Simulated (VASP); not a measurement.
# BaTe (I4/mmm) in VASP: single point with HSE06

Aim: the single point of BaTe with HSE06.

Everything below comes from runs of VASP 6.6.1. Logs are shortened: lines on timing, memory, paths and dates and some standing lists are left out, and cuts for length are marked.

## (1) The cell of the first run

It takes space group I4/mmm (No. 139, tetragonal). Conventional cell: a = 5.294 Å, b = 5.294 Å, c = 6.955 Å, α = 90.00°, β = 90.00°, γ = 90.00°. Within 4.6 Å of Ba (site symmetry 4/mmm) lie 6 Te at 3.48 to 3.74 Å. Te (site symmetry 4/mmm) has 6 Ba at 3.48 to 3.74 Å within 4.6 Å.

## (2) Single point, HSE06 (epitaxial xy strain +6.0%)

Contents of POSCAR:

```
BaTe
1.0
    0.0000000000      3.7432703285      3.4777293762
    3.7432703285      0.0000000000      3.4777293762
    3.7432703285      3.7432703285      0.0000000000
Ba Te
1 1
Direct
    0.0000000000      0.0000000000      0.0000000000
    0.5000000000      0.5000000000      0.5000000000
```

Contents of INCAR.step1:

```
SYSTEM = BaTe
ALGO = Normal
EDIFF = 1E-5
ENCUT = 520
GGA = PE
ISIF = 2
ISMEAR = 0
LASPH = .TRUE.
LREAL = .FALSE.
LWAVE = .TRUE.
NBANDS = 15
NELM = 100
PREC = Accurate
SIGMA = 0.01
```

Contents of INCAR.step2:

```
SYSTEM = BaTe
ALGO = Normal
EDIFF = 1E-7
ENCUT = 520
GGA = PE
HFSCREEN = 0.2079
ISIF = 2
ISMEAR = 0
ISTART = 1
LASPH = .TRUE.
LCHARG = .TRUE.
LELF = .TRUE.
LHFCALC = .TRUE.
LREAL = .FALSE.
LVHAR = .TRUE.
LWAVE = .FALSE.
NBANDS = 15
NELM = 100
PREC = Accurate
PRECFOCK = Normal
SIGMA = 0.01
```

Contents of KPOINTS:

```
k-points
0
G
  4 4 4
  0 0 0
```

Potentials or basis: VASP PAW PBE potentials, release 64 (Ba_sv, Te).

The run is started by

```bash
$ cat potpaw_PBE.64/Ba_sv/POTCAR potpaw_PBE.64/Te/POTCAR > POTCAR
$ cp INCAR.step1 INCAR
$ mpirun -np 1 vasp_std > vasp.out
$ cp INCAR.step2 INCAR
$ mpirun -np 1 vasp_std > vasp.out
```

OUTCAR:

```text
SYSTEM = BaTe
   EDIFF = 1E-7
   ENCUT = 520
   GGA = PE
   HFSCREEN = 0.2079
   ISIF = 2
   ISMEAR = 0
   ISTART = 1
   LASPH = .TRUE.
   LHFCALC = .TRUE.
   LREAL = .FALSE.
   NELM = 100
   PREC = Accurate
   PRECFOCK = Normal

 ion  position               nearest neighbor table
   1  0.000  0.000  0.000-   2 3.48   2 3.48   2 3.74   2 3.74   2 3.74   2 3.74
   2  0.500  0.500  0.500-   1 3.48   1 3.48   1 3.74   1 3.74   1 3.74   1 3.74

  LATTYP: Found a body centered tetragonal cell.
 ALAT       =     5.2937836662
 C/A-ratio  =     1.3138917627

  Lattice vectors:

 A1 = (   0.0000000000,  -3.7432703285,  -3.4777293762)
 A2 = (   0.0000000000,   3.7432703285,  -3.4777293762)
 A3 = (   3.7432703285,   0.0000000000,   3.4777293762)

Analysis of symmetry for initial positions (statically):
=====================================================================
 Subroutine PRICEL returns:
 Original cell was already a primitive cell.

 Routine SETGRP: Setting up the symmetry group for a
 body centered tetragonal supercell.

 Subroutine GETGRP returns: Found 16 space group operations
 (whereof 16 operations were pure point group operations)
 out of a pool of 16 trial point group operations.

The static configuration has the point symmetry D_4h.

Analysis of symmetry for dynamics (positions and initial velocities):
=====================================================================
 Subroutine PRICEL returns:
 Original cell was already a primitive cell.

 Routine SETGRP: Setting up the symmetry group for a
 body centered tetragonal supercell.

 Subroutine GETGRP returns: Found 16 space group operations
 (whereof 16 operations were pure point group operations)
 out of a pool of 16 trial point group operations.

The dynamic configuration has the point symmetry D_4h.

 Subroutine INISYM returns: Found 16 space group operations
 (whereof 16 operations are pure point group operations),
 and found     1 'primitive' translations

----------------------------------------------------------------------------------------

                                     Primitive cell

  volume of cell :      97.4604

  direct lattice vectors                    reciprocal lattice vectors
     0.000000000  3.743270328  3.477729376    -0.133573041  0.133573041  0.143771969
     3.743270328  0.000000000  3.477729376     0.133573041 -0.133573041  0.143771969
     3.743270328  3.743270328  0.000000000     0.133573041  0.133573041 -0.143771969

[... 89 lines left out ...]
   IMIX   =      1    mixing-type and parameters
     AMIX     =   0.40;   BMIX     =  1.00
     AMIX_MAG =   1.60;   BMIX_MAG =  1.00
  volume/ion in A,a.u.               =      48.73       328.85
  Fermi-wavevector in a.u.,A,eV,Ry     =   0.896407  1.693964 10.932910  0.803546
  Thomas-Fermi vector in A             =   2.018862
   LORBIT       =      0    0 simple, 1 ext, 2 COOP (PROOUT), +10 PAW based schemes
   GGA     = PE    functional components
   LHFCALC =     T    Hartree Fock is set to
   PRECFOCK=normal    Normal, Fast or Accurate (Low or Medium for compatibility)
   ENCUT4O =  -1.0   cutoff for four orbital integrals eV
   NKREDX  =     1    reduce k-point grid by
   NKREDY  =     1    reduce k-point grid by
   NKREDZ  =     1    reduce k-point grid by
   AEXX    =    0.2500 exact exchange contribution
   HFSCREEN=    0.2079 screening length (either q_TF or 0.3 A-1)
   HFSCREENC=   0.2079 screening length for correlation (either q_TF or 0.3 A-1)
   ENCUTFOCK=  -1.0 apply spherical cutoff to Coloumb kernel
   IVDW    =     0    specifies the selected vdW correction
   LEPSILON=     F    determine dielectric tensor
   LRPA    =     F    only Hartree local field effects (RPA)
 non-spin polarized calculation
 Gauss-broadening in eV      SIGMA  =   0.01
  energy-cutoff  :      520.00
  volume of cell :       97.46
 maximum number of plane-waves:      2640
 NGX is ok and might be reduce to    40
  NGX = 30; NGY = 30; NGZ = 30

 number of electron      15.9999999 magnetization

 Free energy of the ion-electron system (eV)
  ---------------------------------------------------
  ext. energy  EPLUGINS =         0.00000000
  ---------------------------------------------------
  free energy    TOTEN  =        -9.68001109 eV

  energy without entropy =       -9.68001109  energy(sigma->0) =       -9.68001109

 E-fermi :   1.1766     XC(G=0):  -6.5126

 val. band max:        1.0942486632   @ k =   0.0000   0.0000   0.0000
 cond. band min:       3.4950698109   @ k =   0.5000   0.5000   0.0000
 fundamental gap:      2.4008211477
 Fermi energy:         1.1766017714

 k-point     1 :       0.0000    0.0000    0.0000
  band No.  band energies     occupation
      1     -28.2546      2.00000
      2     -12.3249      2.00000
      3     -12.3217      2.00000
      4     -12.3217      2.00000
      5      -9.1012      2.00000
      6       0.9958      2.00000
      7       0.9958      2.00000
      8       1.0942      2.00000
      9       4.0766      0.00000
     10       4.7045      0.00000
     11       4.7045      0.00000
     12       5.1295      0.00000
     13       5.2061      0.00000
     14       5.6347      0.00000
[... 203 lines left out ...]
      2     -12.4556      2.00000
      3     -12.4062      2.00000
      4     -12.4062      2.00000
      5      -8.6712      2.00000
      6      -0.3168      2.00000
      7       0.0283      2.00000
      8       0.0283      2.00000
      9       5.6304      0.00000
     10       5.6304      0.00000
     11       6.1641      0.00000
     12       6.4119      0.00000
     13       7.2437      0.00000
     14       9.6416      0.00000
     15       9.6416      0.00000

------------------------ aborting loop because EDIFF is reached ----------------------------------------

  FORCE on cell =-STRESS in cart. coord.  units (eV):
  Direction    XX          YY          ZZ          XY          YZ          ZX
  --------------------------------------------------------------------------------------
  -------------------------------------------------------------------------------------
  Total       -1.8916665     -1.8916665     -0.0161037      0.0000000     -0.0000000     -0.0000000
  in kB      -31.0976093    -31.0976093     -0.2647333      0.0000000     -0.0000000     -0.0000000
  external PRESSURE =     -20.8199840 kB  Pullay stress =       0.0000000 kB

 VOLUME and BASIS-vectors are now :
 -----------------------------------------------------------------------------
  energy-cutoff  :      520.00
  volume of cell :       97.46
      direct lattice vectors                 reciprocal lattice vectors
     0.000000000  3.743270328  3.477729376    -0.133573041  0.133573041  0.143771969
     3.743270328  0.000000000  3.477729376     0.133573041 -0.133573041  0.143771969
     3.743270328  3.743270328  0.000000000     0.133573041  0.133573041 -0.143771969

 POSITION                                       TOTAL-FORCE (eV/Angst)
 -----------------------------------------------------------------------------------
      0.00000      0.00000      0.00000         0.000000      0.000000     -0.000000
      3.74327      3.74327      3.47773         0.000000      0.000000      0.000000
 -----------------------------------------------------------------------------------
    total drift:                               -0.000000      0.000000      0.000000

  FREE ENERGIE OF THE ION-ELECTRON SYSTEM (eV)
  ---------------------------------------------------
  free  energy   TOTEN  =        -9.6800110924 eV

  energy  without entropy=       -9.6800110924  energy(sigma->0) =       -9.68001109
```

OUTCAR.step1:

```text
SYSTEM = BaTe
   EDIFF = 1E-5
   ENCUT = 520
   GGA = PE
   ISIF = 2
   ISMEAR = 0
[... 444 lines left out ...]
      0.00000      0.00000      0.00000        -0.000000      0.000000      0.000000
      3.74327      3.74327      3.47773         0.000000     -0.000000     -0.000000
 -----------------------------------------------------------------------------------
    total drift:                                0.000000     -0.000000     -0.000000

  FREE ENERGIE OF THE ION-ELECTRON SYSTEM (eV)
  ---------------------------------------------------
  free  energy   TOTEN  =        -8.5205600640 eV

  energy  without entropy=       -8.5205600640  energy(sigma->0) =       -8.52056006
```

Wall time 40 min (1 thread of Intel Xeon 8259CL, shared host); peak memory 0.37 GiB.

Results:

* Free energy: -9.6800 eV
* Pressure: -2.1 GPa
* Band gap on the k mesh: 2.40 eV (least direct gap 2.82 eV)

Stress tensor (GPa, compression positive):
```
-3.11  0.00  0.00
 0.00 -3.11  0.00
 0.00  0.00 -0.03
```

Caveat: the cell differs from its parent crystal (epitaxial xy strain +6.0%); the PAW data sets were made with another functional, which shifts forces and pressure a little; spin-orbit coupling is left out, which moves the levels of the heavy elements. A k mesh can miss the band edges.
